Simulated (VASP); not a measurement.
# Si3N4 (P6_3/m) in VASP: further runs

The runs below take Si3N4 through electric field gradients, with PBE, r2SCAN.

All numbers are computed with VASP 6.6.1; they aren't measurements. Logs are shortened: lines on timing, memory, paths and dates and some standing lists are left out, and cuts for length are marked.

## (1) The cell of the first run

Symmetry: P6_3/m, No. 176, hexagonal system. Conventional cell: a = 7.627 Å, b = 7.627 Å, c = 2.918 Å, α = 90.00°, β = 90.00°, γ = 120.00°. Si (site symmetry m) has 4 N at 1.68 to 1.76 Å within 2.2 Å. Within 2.2 Å of N (site symmetry -6) lie 3 Si at 1.68 Å. N (site symmetry m) has 3 Si at 1.76 Å within 2.3 Å.

## (2) Electric field gradients, PBE

INCAR

```
PREC = Accurate ; ENCUT = 520
EDIFF = 1E-8 ; ISMEAR = -1
SIGMA = 0.02 ; LREAL = F
LASPH = T ; NELM = 60
ALGO = Normal ; ISIF = 2
LWAVE = F ; LCHARG = F
GGA = PE ; LEFG = T
NBANDS = 45
```

KPOINTS

```
regular mesh
0
Gamma
  4 4 9
```

POSCAR

```
Si3N4
1.0
    7.6272000000      0.0000000000      0.0000000000
   -3.8136000000      6.6053489597      0.0000000000
    0.0000000000      0.0000000000      2.9182000000
Si N
6 8
Direct
    0.1842000000      0.7704000000      0.2500000000
    0.4138000000      0.1842000000      0.7500000000
    0.2296000000      0.4138000000      0.2500000000
    0.8158000000      0.2296000000      0.7500000000
    0.5862000000      0.8158000000      0.2500000000
    0.7704000000      0.5862000000      0.7500000000
    0.3333333333      0.6666666667      0.2500000000
    0.6666666667      0.3333333333      0.7500000000
    0.3399000000      0.0357000000      0.2500000000
    0.3042000000      0.3399000000      0.7500000000
    0.9643000000      0.3042000000      0.2500000000
    0.6601000000      0.9643000000      0.7500000000
    0.6958000000      0.6601000000      0.2500000000
    0.0357000000      0.6958000000      0.7500000000
```

Potentials or basis: VASP PAW PBE potentials, release 64 (Si, N).

Command:

```sh
$ cat potpaw_PBE.64/Si/POTCAR potpaw_PBE.64/N/POTCAR > POTCAR
$ mpirun -np 1 vasp_std > vasp.out
```

OUTCAR:

```text
PREC = Accurate
   ENCUT = 520
   EDIFF = 1E-8
   ISMEAR = -1
   LREAL = F
   LASPH = T
   NELM = 60
   ISIF = 2
   GGA = PE

 ion  position               nearest neighbor table
   1  0.184  0.770  0.250-   7 1.68  14 1.76  14 1.76   9 1.76   3 2.91   5 2.91   2 3.10   2 3.10
                             6 3.10   6 3.10
   2  0.414  0.184  0.750-   8 1.68   9 1.76   9 1.76  10 1.76   6 2.91   4 2.91   1 3.10   1 3.10
                             3 3.10   3 3.10
   3  0.230  0.414  0.250-   7 1.68  10 1.76  10 1.76  11 1.76   5 2.91   1 2.91   2 3.10   2 3.10
                             4 3.10   4 3.10
   4  0.816  0.230  0.750-   8 1.68  11 1.76  11 1.76  12 1.76   6 2.91   2 2.91   5 3.10   5 3.10
                             3 3.10   3 3.10
   5  0.586  0.816  0.250-   7 1.68  12 1.76  12 1.76  13 1.76   3 2.91   1 2.91   4 3.10   4 3.10
                             6 3.10   6 3.10
   6  0.770  0.586  0.750-   8 1.68  13 1.76  13 1.76  14 1.76   2 2.91   4 2.91   5 3.10   5 3.10
                             1 3.10   1 3.10
   7  0.333  0.667  0.250-   1 1.68   5 1.68   3 1.68
   8  0.667  0.333  0.750-   4 1.68   2 1.68   6 1.68
   9  0.340  0.036  0.250-   2 1.76   2 1.76   1 1.76
  10  0.304  0.340  0.750-   3 1.76   3 1.76   2 1.76
  11  0.964  0.304  0.250-   4 1.76   4 1.76   3 1.76
  12  0.660  0.964  0.750-   5 1.76   5 1.76   4 1.76
  13  0.696  0.660  0.250-   6 1.76   6 1.76   5 1.76
  14  0.036  0.696  0.750-   1 1.76   1 1.76   6 1.76

  LATTYP: Found a hexagonal cell.
 ALAT       =     7.6272000000
 C/A-ratio  =     0.3826043633

  Lattice vectors:

 A1 = (   7.6272000000,   0.0000000000,   0.0000000000)
 A2 = (  -3.8136000000,   6.6053489597,   0.0000000000)
 A3 = (   0.0000000000,   0.0000000000,   2.9182000000)

Analysis of symmetry for initial positions (statically):
=====================================================================
 Subroutine PRICEL returns:
 Original cell was already a primitive cell.

 Routine SETGRP: Setting up the symmetry group for a
 hexagonal supercell.

 Subroutine GETGRP returns: Found 12 space group operations
 (whereof  6 operations were pure point group operations)
 out of a pool of 24 trial point group operations.

The static configuration has the point symmetry S_6 .
 The point group associated with its full space group is C_6h.

Analysis of symmetry for dynamics (positions and initial velocities):
=====================================================================
 Subroutine PRICEL returns:
 Original cell was already a primitive cell.

 Routine SETGRP: Setting up the symmetry group for a
 hexagonal supercell.

 Subroutine GETGRP returns: Found 12 space group operations
 (whereof  6 operations were pure point group operations)
 out of a pool of 24 trial point group operations.

The dynamic configuration has the point symmetry S_6 .
 The point group associated with its full space group is C_6h.

 Subroutine INISYM returns: Found 12 space group operations
 (whereof  6 operations are pure point group operations),
 and found     1 'primitive' translations

----------------------------------------------------------------------------------------

                                     Primitive cell

  volume of cell :     147.0198

  direct lattice vectors                    reciprocal lattice vectors
     7.627200000  0.000000000  0.000000000     0.131109713  0.075696228  0.000000000
    -3.813600000  6.605348960  0.000000000     0.000000000  0.151392456  0.000000000
     0.000000000  0.000000000  2.918200000     0.000000000  0.000000000  0.342676993

  length of vectors
     7.627200000  7.627200000  2.918200000     0.151392456  0.151392456  0.342676993

  position of ions in fractional coordinates (direct lattice)
     0.184200000  0.770400000  0.250000000
     0.413800000  0.184200000  0.750000000
     0.229600000  0.413800000  0.250000000
     0.815800000  0.229600000  0.750000000
     0.586200000  0.815800000  0.250000000
     0.770400000  0.586200000  0.750000000
[... 126 lines left out ...]
 maximum number of plane-waves:      3988
 NGX is ok and might be reduce to    60
   NGX = 29   NGY = 29   NGZ = 11

 number of electron      63.9999995 magnetization

 Free energy of the ion-electron system (eV)
  ---------------------------------------------------
  ext. energy  EPLUGINS =         0.00000000
  ---------------------------------------------------
  free energy    TOTEN  =      -114.08214474 eV

  energy without entropy =     -114.08214474  energy(sigma->0) =     -114.08214474

 E-fermi :   7.1531     XC(G=0): -10.7469

 val. band max:        6.7260632001   @ k =   0.0000   0.0000   0.2222
 cond. band min:      11.0347472813   @ k =   0.0000   0.0000   0.0000
 fundamental gap:      4.3086840813
 Fermi energy:         7.1531116144

 k-point     1 :       0.0000    0.0000    0.0000
  band No.  band energies     occupation
      1     -11.6103      2.00000
      2     -10.1219      2.00000
      3      -9.7736      2.00000
      4      -9.7736      2.00000
      5      -9.1646      2.00000
      6      -9.1646      2.00000
[... 929 lines left out ...]
     43      14.5134      0.00000
     44      14.6097      0.00000
 [bands above 44 left out]

------------------------ aborting loop because EDIFF is reached ----------------------------------------

  FORCE on cell =-STRESS in cart. coord.  units (eV):
  Direction    XX          YY          ZZ          XY          YZ          ZX
  --------------------------------------------------------------------------------------
  -------------------------------------------------------------------------------------
  Total        6.1259573      6.1259573     -0.8303828      0.0000001      0.0000000      0.0000000
  in kB       66.7588111     66.7588111     -9.0492578      0.0000013      0.0000000      0.0000000
  external PRESSURE =      41.4894548 kB  Pullay stress =       0.0000000 kB

 VOLUME and BASIS-vectors are now :
 -----------------------------------------------------------------------------
  energy-cutoff  :      520.00
  volume of cell :      147.02
      direct lattice vectors                 reciprocal lattice vectors
     7.627200000  0.000000000  0.000000000     0.131109713  0.075696228  0.000000000
    -3.813600000  6.605348960  0.000000000     0.000000000  0.151392456  0.000000000
     0.000000000  0.000000000  2.918200000     0.000000000  0.000000000  0.342676993

 POSITION                                       TOTAL-FORCE (eV/Angst)
 -----------------------------------------------------------------------------------
     -1.53307      5.08876      0.72955        -2.120248      0.749657      0.000000
      2.45367      1.21671      2.18865        -1.709346     -1.461360      0.000000
      0.17314      2.73329      0.72955         0.410902     -2.211018      0.000000
      5.34667      1.51659      2.18865         2.120248     -0.749657      0.000000
      1.35993      5.38864      0.72955         1.709346      1.461360      0.000000
      3.64046      3.87206      2.18865        -0.410902      2.211018      0.000000
     -0.00000      4.40357      0.72955        -0.000000      0.000000     -0.000000
      3.81360      2.20178      2.18865        -0.000000      0.000000      0.000000
      2.45634      0.23581      0.72955        -0.349945     -0.036948     -0.000000
      1.02395      2.24516      2.18865        -0.142975     -0.321535     -0.000000
      6.19481      2.00935      0.72955         0.206970     -0.284588      0.000000
      1.35726      6.36954      2.18865         0.349945      0.036948      0.000000
      2.78965      4.36019      0.72955         0.142975      0.321535      0.000000
     -2.38121      4.59600      2.18865        -0.206970      0.284588     -0.000000
 -----------------------------------------------------------------------------------
    total drift:                                0.000000      0.000000      0.000000

  FREE ENERGIE OF THE ION-ELECTRON SYSTEM (eV)
  ---------------------------------------------------
  free  energy   TOTEN  =      -114.0821447432 eV

  energy  without entropy=     -114.0821447432  energy(sigma->0) =     -114.08214474

 Electric field gradients (V/A^2)
---------------------------------------------------------------------
 ion       V_xx      V_yy      V_zz      V_xy      V_xz      V_yz
---------------------------------------------------------------------
   1     -12.731     8.573     4.158    12.896    -0.000     0.000
   2      -7.921     3.763     4.158   -15.673     0.000    -0.000
   3      14.416   -18.573     4.158     2.777     0.000     0.000
   4     -12.731     8.573     4.158    12.896     0.000     0.000
   5      -7.921     3.763     4.158   -15.673    -0.000    -0.000
   6      14.416   -18.573     4.158     2.777    -0.000     0.000
   7      19.323    19.323   -38.646     0.000     0.000    -0.000
   8      19.323    19.323   -38.646     0.000     0.000    -0.000
   9     -51.355    26.882    24.473    -0.844     0.000     0.000
  10       8.054   -32.527    24.473   -33.456     0.000     0.000
  11       6.592   -31.065    24.473    34.299    -0.000    -0.000
  12     -51.355    26.882    24.473    -0.844    -0.000     0.000
  13       8.054   -32.527    24.473   -33.456     0.000    -0.000
  14       6.592   -31.065    24.473    34.299     0.000     0.000
---------------------------------------------------------------------

 Electric field gradients after diagonalization (V/A^2)
 (convention: |V_zz| > |V_xx| > |V_yy|)
----------------------------------------------------------------------
 ion       V_xx      V_yy      V_zz     asymmetry (V_yy - V_xx)/ V_zz
----------------------------------------------------------------------
   1      14.648     4.158   -18.805       0.558
   2      14.648     4.158   -18.805       0.558
   3      14.648     4.158   -18.805       0.558
   4      14.648     4.158   -18.805       0.558
   5      14.648     4.158   -18.805       0.558
   6      14.648     4.158   -18.805       0.558
   7      19.324    19.323   -38.646       0.000
   8      19.324    19.323   -38.646       0.000
   9      26.891    24.473   -51.364       0.047
  10      26.892    24.473   -51.365       0.047
  11      26.891    24.473   -51.364       0.047
  12      26.891    24.473   -51.364       0.047
  13      26.892    24.473   -51.365       0.047
  14      26.891    24.473   -51.364       0.047
----------------------------------------------------------------------

           NMR quadrupolar parameters

 Cq : quadrupolar parameter    Cq=e*Q*V_zz/h
 eta: asymmetry parameters     (V_yy - V_xx)/ V_zz
 Q  : nuclear electric quadrupole moment in mb (millibarn)
----------------------------------------------------------------------
 ion       Cq(MHz)       eta       Q (mb)
----------------------------------------------------------------------
   1      -0.045       0.558       1.000
   2      -0.045       0.558       1.000
   3      -0.045       0.558       1.000
   4      -0.045       0.558       1.000
   5      -0.045       0.558       1.000
   6      -0.045       0.558       1.000
   7      -0.093       0.000       1.000
   8      -0.093       0.000       1.000
   9      -0.124       0.047       1.000
  10      -0.124       0.047       1.000
  11      -0.124       0.047       1.000
  12      -0.124       0.047       1.000
  13      -0.124       0.047       1.000
  14      -0.124       0.047       1.000
----------------------------------------------------------------------
```

Run time: 2.5 min. Hardware: 1 thread of Intel Xeon Platinum 8259CL at 2.50GHz (Skylake/Cascade Lake), shared host; peak memory 0.31 GiB.

What came out:

* Free energy: -114.0821 eV
* Pressure: 4.1 GPa
* Largest force: 2.249 eV/Å
* Band gap on the k mesh: 4.31 eV (least direct gap 4.56 eV)
* Largest electric field gradient by atom: Si -18.8; N -38.6, -51.4 (each value once) V/Å²

Forces on the atoms (eV/Å):
```
Si  -2.120  0.750  0.000
Si  -1.709 -1.461  0.000
Si   0.411 -2.211  0.000
Si   2.120 -0.750  0.000
Si   1.709  1.461  0.000
Si  -0.411  2.211  0.000
N    0.000  0.000  0.000
N    0.000  0.000  0.000
N   -0.350 -0.037  0.000
N   -0.143 -0.322  0.000
N    0.207 -0.285  0.000
N    0.350  0.037  0.000
N    0.143  0.322  0.000
N   -0.207  0.285  0.000
```

Levels at points of the mesh, in eV from the valence-band top:
| k point | band 29 | band 30 | band 31 | band 32 | band 33 | band 34 | band 35 | band 36 |
| --- | --- | --- | --- | --- | --- | --- | --- | --- |
| (0.00, 0.00, 0.00) | -1.43 | -1.05 | -0.81 | -0.25 | 4.31 | 4.70 | 4.94 | 4.94 |
| (0.50, 0.00, 0.00) | -1.21 | -0.93 | -0.86 | -0.66 | 4.52 | 4.72 | 4.85 | 5.27 |

Electric field gradients, principal values (V/Å²):
| atom | least | middle | greatest (by size) |
| --- | --- | --- | --- |
| 1 Si | 4.158 | 14.648 | -18.805 |
| 2 Si | 4.158 | 14.648 | -18.805 |
| 3 Si | 4.158 | 14.648 | -18.805 |
| 4 Si | 4.158 | 14.648 | -18.805 |
| 5 Si | 4.158 | 14.648 | -18.805 |
| 6 Si | 4.158 | 14.648 | -18.805 |
| 7 N | 19.323 | 19.324 | -38.646 |
| 8 N | 19.323 | 19.324 | -38.646 |
| 9 N | 24.473 | 26.891 | -51.364 |
| 10 N | 24.473 | 26.892 | -51.365 |
| 11 N | 24.473 | 26.891 | -51.364 |
| 12 N | 24.473 | 26.891 | -51.364 |
| 13 N | 24.473 | 26.892 | -51.365 |
| 14 N | 24.473 | 26.891 | -51.364 |

Caveat: the stress differs along the axes, from -1 to 7 GPa; without QUAD_EFG the Cq values of the log hold for a quadrupole moment of 1 mb, not for the nuclei; forces of over 1 eV/Å act on the atoms, so gaps and moduli don't describe the material at rest. A k mesh can miss the band edges.

(Part 1 of 2 ends here.)
